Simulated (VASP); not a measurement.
# Au in VASP: single point with PBEsol

Aim: the single point of Au with PBEsol.

All numbers are computed with VASP 6.6.1; they aren't measurements. Logs are shortened: lines on timing, memory, paths and dates and some standing lists are left out, and cuts for length are marked.

## Step 1: The cell of the first run

The cell holds a slab with vacuum, 10 atoms: a = 2.888 Å, b = 4.084 Å, c = 27.994 Å, α = 90.00°, β = 90.00°, γ = 90.00°.

## Step 2: Single point, PBEsol

Contents of INCAR:

```
SYSTEM = Au
PREC = Accurate ; ENCUT = 520
EDIFF = 1E-6 ; ISMEAR = 0
SIGMA = 0.1 ; LREAL = .FALSE.
LASPH = .TRUE. ; NELM = 100
ALGO = Normal ; ISIF = 2
LWAVE = .FALSE. ; LCHARG = .FALSE.
LDIPOL = .TRUE. ; IDIPOL = 3
DIPOL = 0.5 0.5 0.500 ; GGA = PS
NBANDS = 66
```

Contents of KPOINTS:

```
regular mesh
0
G
  12 9 1
  0 0 0
```

Contents of POSCAR:

```
Au
1.0
    2.8876281861      0.0000000000      0.0000000000
    0.0000000000      4.0837229438      0.0000000000
    0.0000000000      0.0000000000     27.9943268373
Au
10
Direct
    0.5000000000      0.5000000000      0.2720510344
    0.0000000000      0.0000000000      0.3169086227
    0.5000000000      0.5000000000      0.3725556649
    0.0000000000      0.0000000000      0.4222387296
    0.5000000000      0.5000000000      0.4747326791
    0.0000000000      0.0000000000      0.5252673629
    0.5000000000      0.5000000000      0.5777613151
    0.0000000000      0.0000000000      0.6274443389
    0.5000000000      0.5000000000      0.6830913161
    0.0000000000      0.0000000000      0.7279489362
```

Potentials or basis: VASP PAW PBE potentials, release 64 (Au).

Started as:

```sh
> cat potpaw_PBE.64/Au/POTCAR > POTCAR
> mpirun -np 1 vasp_std > vasp.out
```

OUTCAR:

```text
SYSTEM = Au
   PREC = Accurate
   ENCUT = 520
   EDIFF = 1E-6
   ISMEAR = 0
   LREAL = .FALSE.
   LASPH = .TRUE.
   NELM = 100
   ISIF = 2
   GGA = PS

 ion  position               nearest neighbor table
   1  0.500  0.500  0.272-   2 2.80   2 2.80   2 2.80   2 2.80   3 2.81
   2  0.000  0.000  0.317-   1 2.80   1 2.80   1 2.80   1 2.80   3 2.95   3 2.95   3 2.95   3 2.95
                             4 2.95
   3  0.500  0.500  0.373-   1 2.81   5 2.86   4 2.86   4 2.86   4 2.86   4 2.86   2 2.95   2 2.95
                             2 2.95   2 2.95
   4  0.000  0.000  0.422-   3 2.86   3 2.86   3 2.86   3 2.86   6 2.88   5 2.90   5 2.90   5 2.90
                             5 2.90   2 2.95
   5  0.500  0.500  0.475-   3 2.86   6 2.87   6 2.87   6 2.87   6 2.87   7 2.88   4 2.90   4 2.90
                             4 2.90   4 2.90
   6  0.000  0.000  0.525-   8 2.86   5 2.87   5 2.87   5 2.87   5 2.87   4 2.88   7 2.90   7 2.90
                             7 2.90   7 2.90
   7  0.500  0.500  0.578-   8 2.86   8 2.86   8 2.86   8 2.86   5 2.88   6 2.90   6 2.90   6 2.90
                             6 2.90   9 2.95
   8  0.000  0.000  0.627-  10 2.81   6 2.86   7 2.86   7 2.86   7 2.86   7 2.86   9 2.95   9 2.95
                             9 2.95   9 2.95
   9  0.500  0.500  0.683-  10 2.80  10 2.80  10 2.80  10 2.80   8 2.95   8 2.95   8 2.95   8 2.95
                             7 2.95
  10  0.000  0.000  0.728-   9 2.80   9 2.80   9 2.80   9 2.80   8 2.81

  LATTYP: Found a simple orthorhombic cell.
 ALAT       =     2.8876281861
 B/A-ratio  =     1.4142135623
 C/A-ratio  =     9.6945745896

  Lattice vectors:

 A1 = (   2.8876281861,   0.0000000000,   0.0000000000)
 A2 = (   0.0000000000,   4.0837229438,   0.0000000000)
 A3 = (   0.0000000000,   0.0000000000,  27.9943268373)

Analysis of symmetry for initial positions (statically):
=====================================================================
 Subroutine PRICEL returns:
 Original cell was already a primitive cell.

 Routine SETGRP: Setting up the symmetry group for a
 simple orthorhombic supercell.

 Subroutine GETGRP returns: Found  8 space group operations
 (whereof  4 operations were pure point group operations)
 out of a pool of  8 trial point group operations.

The static configuration has the point symmetry C_2v.
 The point group associated with its full space group is D_2h.

Analysis of symmetry for dynamics (positions and initial velocities):
=====================================================================
 Subroutine PRICEL returns:
 Original cell was already a primitive cell.

 Routine SETGRP: Setting up the symmetry group for a
 simple orthorhombic supercell.

 Subroutine GETGRP returns: Found  8 space group operations
 (whereof  4 operations were pure point group operations)
 out of a pool of  8 trial point group operations.

The dynamic configuration has the point symmetry C_2v.
 The point group associated with its full space group is D_2h.

 Subroutine INISYM returns: Found  8 space group operations
 (whereof  4 operations are pure point group operations),
 and found     1 'primitive' translations

----------------------------------------------------------------------------------------

                                     Primitive cell

  volume of cell :     330.1168

  direct lattice vectors                    reciprocal lattice vectors
     2.887628186  0.000000000  0.000000000     0.346304973  0.000000000  0.000000000
     0.000000000  4.083722944  0.000000000     0.000000000  0.244874595  0.000000000
     0.000000000  0.000000000 27.994326837     0.000000000  0.000000000  0.035721523

  length of vectors
     2.887628186  4.083722944 27.994326837     0.346304973  0.244874595  0.035721523

  position of ions in fractional coordinates (direct lattice)
     0.500000000  0.500000000  0.272051034
     0.000000000  0.000000000  0.316908623
     0.500000000  0.500000000  0.372555665
     0.000000000  0.000000000  0.422238730
     0.500000000  0.500000000  0.474732679
     0.000000000  0.000000000  0.525267363
     0.500000000  0.500000000  0.577761315
     0.000000000  0.000000000  0.627444339
     0.500000000  0.500000000  0.683091316
     0.000000000  0.000000000  0.727948936

  ion indices of the primitive-cell ions
   primitive index   ion index
                 1           1
                 2           2
                 3           3
                 4           4
                 5           5
                 6           6
                 7           7
                 8           8
                 9           9
                10          10

----------------------------------------------------------------------------------------

 KPOINTS: regular mesh

Automatic generation of k-mesh.
 Grid dimensions read from file:
 generate k-points for:   12    9    1

 Generating k-lattice:

  Cartesian coordinates                     Fractional coordinates (reciprocal lattice)
     0.028858748  0.000000000  0.000000000     0.083333333  0.000000000  0.000000000
     0.000000000  0.027208288  0.000000000     0.000000000  0.111111111  0.000000000
     0.000000000  0.000000000  0.035721523     0.000000000  0.000000000  1.000000000

  Length of vectors
     0.028858748  0.027208288  0.035721523

  Shift w.r.t. Gamma in fractional coordinates (k-lattice)
     0.000000000  0.000000000  0.000000000

 Subroutine IBZKPT returns following result:
 ===========================================

 Found     35 irreducible k-points:

 Following reciprocal coordinates:
            Coordinates               Weight
  0.000000  0.000000  0.000000      1.000000
  0.083333  0.000000  0.000000      2.000000
  0.166667  0.000000  0.000000      2.000000
  0.250000  0.000000  0.000000      2.000000
  0.333333  0.000000  0.000000      2.000000
  0.416667  0.000000  0.000000      2.000000
[... 16 lines left out ...]
  0.083333  0.333333  0.000000      4.000000
  0.166667  0.333333  0.000000      4.000000
 [... further k-points ...]
   k-points           NKPTS =     35   k-points in BZ     NKDIM =     35   number of bands    NBANDS=     66
   number of dos      NEDOS =    301   number of ions     NIONS =     10
   total plane-waves  NPLWV = 151200
   dimension x,y,z NGX =    24 NGY =   30 NGZ =  210
   dimension x,y,z NGXF=    48 NGYF=   60 NGZF=  420
   ions per type =              10
   NGX,Y,Z   is equivalent  to a cutoff of  13.82, 12.21, 12.47 a.u.
   NGXF,Y,Z  is equivalent  to a cutoff of  27.63, 24.43, 24.94 a.u.
 SYSTEM =  Au
   PREC   = accura    normal or accurate (medium, high low for compatibility)
   ISTART =      0    job   : 0-new  1-cont  2-samecut
   ICHARG =      2    charge: 1-file 2-atom 10-const
   ISPIN  =      1    spin polarized calculation?
   LNONCOLLINEAR =      F non collinear calculations
   LSORBIT =      F    spin-orbit coupling
   LASPH  =      T    aspherical Exc in radial PAW
   ENCUT  =  520.0 eV  38.22 Ry    6.18 a.u.   5.37  7.59 52.05*2*pi/ulx,y,z
   NELM   =    100;   NELMIN=  2; NELMDL= -5     # of ELM steps
   EDIFF  = 0.1E-05   stopping-criterion for ELM
   LREAL  =      F    real-space projection
   EDIFFG = 0.1E-04   stopping-criterion for IOM
   NSW    =      0    number of steps for IOM
   IBRION =     -1    ionic relax: 0-MD 1-quasi-New 2-CG
   NFREE  =      0    steps in history (QN), initial steepest desc. (CG)
   ISIF   =      2    stress and relaxation
   ISYM   =      2    0-nonsym 1-usesym 2-fastsym
   POTIM  = 0.5000    time-step for ionic-motion
   TEBEG  =    0.0;   TEEND  =   0.0 temperature during run
   PSTRESS=    0.0 pullay stress
   NELECT =     110.0000    total number of electrons
   NUPDOWN=      -1.0000    fix difference up-down
   EMIN   =  10.00;   EMAX   =-10.00  energy-range for DOS
   EFERMI =   0.00;   METHOD = LEGACY
   ISMEAR =     0;   SIGMA  =   0.10  broadening in eV -4-tet -1-fermi 0-gaus
   EFERMI_NEDOS =   21; number of points for ismear=-14 and -15
   IALGO  =     38    algorithm
   IMIX   =      4    mixing-type and parameters
     AMIX     =   0.40;   BMIX     =  1.00
     AMIX_MAG =   1.60;   BMIX_MAG =  1.00
  volume/ion in A,a.u.               =      33.01       222.77
  Fermi-wavevector in a.u.,A,eV,Ry     =   1.134967  2.144776 17.526343  1.288150
  Thomas-Fermi vector in A             =   2.271671
   LORBIT       =      0    0 simple, 1 ext, 2 COOP (PROOUT), +10 PAW based schemes
   GGA     = PS    functional components
   LHFCALC =     F    Hartree Fock is set to
   AEXX    =    0.0000 exact exchange contribution
   IVDW    =     0    specifies the selected vdW correction
   LEPSILON=     F    determine dielectric tensor
   LRPA    =     F    only Hartree local field effects (RPA)
 non-spin polarized calculation
 Gauss-broadening in eV      SIGMA  =   0.10
  energy-cutoff  :      520.00
  volume of cell :      330.12
 maximum number of plane-waves:      8941
 NGX is ok and might be reduce to    24
   NGX = 11   NGY = 15   NGZ =105

 number of electron     109.9999979 magnetization

 dipolmoment           0.000000      0.000000     -0.000001 electrons x Angstroem

 Free energy of the ion-electron system (eV)
  ---------------------------------------------------
  ext. energy  EPLUGINS =         0.00000000
  ---------------------------------------------------
  free energy    TOTEN  =       -37.41484045 eV

  energy without entropy =      -37.39613564  energy(sigma->0) =      -37.40548805

 E-fermi :   2.2763     XC(G=0):  -7.2819

 val. band max:        2.2698842980   @ k =   0.1667   0.3333   0.0000
 cond. band min:       2.2829987474   @ k =   0.1667   0.0000   0.0000
 fundamental gap:      0.0131144494
 Fermi energy:         2.2762893203

 k-point     1 :       0.0000    0.0000    0.0000
  band No.  band energies     occupation
      1      -7.4111      2.00000
      2      -6.7793      2.00000
      3      -5.9143      2.00000
      4      -4.9596      2.00000
      5      -4.6371      2.00000
      6      -4.3339      2.00000
[... 1645 lines left out ...]
     65       8.3406      0.00000
     66       8.8579      0.00000

 [... further k-points ...]

------------------------ aborting loop because EDIFF is reached ----------------------------------------

 vacuum level on the upper side and lower side of the slab       (xc-potential included)        -0.041        -0.041

  FORCE on cell =-STRESS in cart. coord.  units (eV):
  Direction    XX          YY          ZZ          XY          YZ          ZX
  --------------------------------------------------------------------------------------
  -------------------------------------------------------------------------------------
  Total       -3.9273647     -1.9591256     -0.3305029      0.0000000      0.0000000      0.0000000
  in kB      -19.0609370     -9.5083527     -1.6040513      0.0000000      0.0000000      0.0000000
  external PRESSURE =     -10.0577803 kB  Pullay stress =       0.0000000 kB

 VOLUME and BASIS-vectors are now :
 -----------------------------------------------------------------------------
  energy-cutoff  :      520.00
  volume of cell :      330.12
      direct lattice vectors                 reciprocal lattice vectors
     2.887628186  0.000000000  0.000000000     0.346304973  0.000000000  0.000000000
     0.000000000  4.083722944  0.000000000     0.000000000  0.244874595  0.000000000
     0.000000000  0.000000000 27.994326837     0.000000000  0.000000000  0.035721523

 POSITION                                       TOTAL-FORCE (eV/Angst)
 -----------------------------------------------------------------------------------
      1.44381      2.04186      7.61589         0.000000      0.000000      0.011190
      0.00000      0.00000      8.87164         0.000000      0.000000     -0.003475
      1.44381      2.04186     10.42945         0.000000      0.000000      0.006096
      0.00000      0.00000     11.82029         0.000000      0.000000      0.005992
      1.44381      2.04186     13.28982         0.000000      0.000000     -0.000926
      0.00000      0.00000     14.70451         0.000000      0.000000      0.000926
      1.44381      2.04186     16.17404         0.000000      0.000000     -0.005992
      0.00000      0.00000     17.56488         0.000000      0.000000     -0.006096
      1.44381      2.04186     19.12268         0.000000      0.000000      0.003475
      0.00000      0.00000     20.37844         0.000000      0.000000     -0.011190
 -----------------------------------------------------------------------------------
    total drift:                                0.000000     -0.000000      0.000000

  FREE ENERGIE OF THE ION-ELECTRON SYSTEM (eV)
  ---------------------------------------------------
  free  energy   TOTEN  =       -37.4148404528 eV

  energy  without entropy=      -37.3961356429  energy(sigma->0) =      -37.40548805

 vacuum level on the upper side and lower side of the slab         7.320         7.320
```

Run time: 6.9 min. Hardware: 1 thread of Intel Xeon 6975P-C (Granite Rapids), shared host; peak memory 0.73 GiB.

What came out:

| Item | Value |
| --- | --- |
| Free energy | -37.4148 eV |
| Largest force | 0.011 eV/Å |
| Band gap on the k mesh | zero (band 55 reaches 4.60 eV, above the bottom of band 56 at 0.53 eV) |

Forces on the atoms (eV/Å):
```
Au   0.000  0.000  0.011
Au   0.000  0.000 -0.003
Au   0.000  0.000  0.006
Au   0.000  0.000  0.006
Au   0.000  0.000 -0.001
Au   0.000  0.000  0.001
Au   0.000  0.000 -0.006
Au   0.000  0.000 -0.006
Au   0.000  0.000  0.003
Au   0.000  0.000 -0.011
```

Caveat: the PAW data sets were made with another functional, which shifts forces and pressure a little; spin-orbit coupling is left out, which moves the levels of the heavy elements.
